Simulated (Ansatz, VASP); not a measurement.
# Si2W: VASP beside Ansatz

```xyz
3
Lattice="-1.6145 1.6145 3.9327 1.6145 -1.6145 3.9327 1.6145 1.6145 -3.9327" Properties=species:S:1:pos:R:3 pbc="T T T"
Si    0.0000    0.0000    2.6309
Si    0.0000    0.0000    5.2344
W     0.0000    0.0000    0.0000
```

Alike in both runs: task single point; functional PBE; k mesh 14 × 14 × 14; occupations gaussian, width 0.05 eV; non-collinear spin, spin-orbit coupling.

|  | VASP | Ansatz |
| --- | --- | --- |
| version | VASP 6.6.1 | Ansatz 0.2.0 |
| potentials or method | VASP PAW PBE potentials, release 64 (Si, W_sv), cutoff 520 eV | plane waves, PAW |
| valence electrons in the cell | 22 | 22 |

Ansatz gave:

- pressure (GPa): 0.0
- traceless stress, the component that is largest in VASP (GPa): -0.06
- rms of the force components (eV/Å): 0.004
- net moment per atom (μB): 0.00

Question: Estimate VASP's values.

Answer: Pressure (GPa): 0.4; traceless stress, the component that is largest in VASP (GPa): -0.04; rms of the force components (eV/Å): 0.003; net moment per atom (μB): 0.00.

Atom by atom the forces differ by 0.001 eV/Å (rms over components).
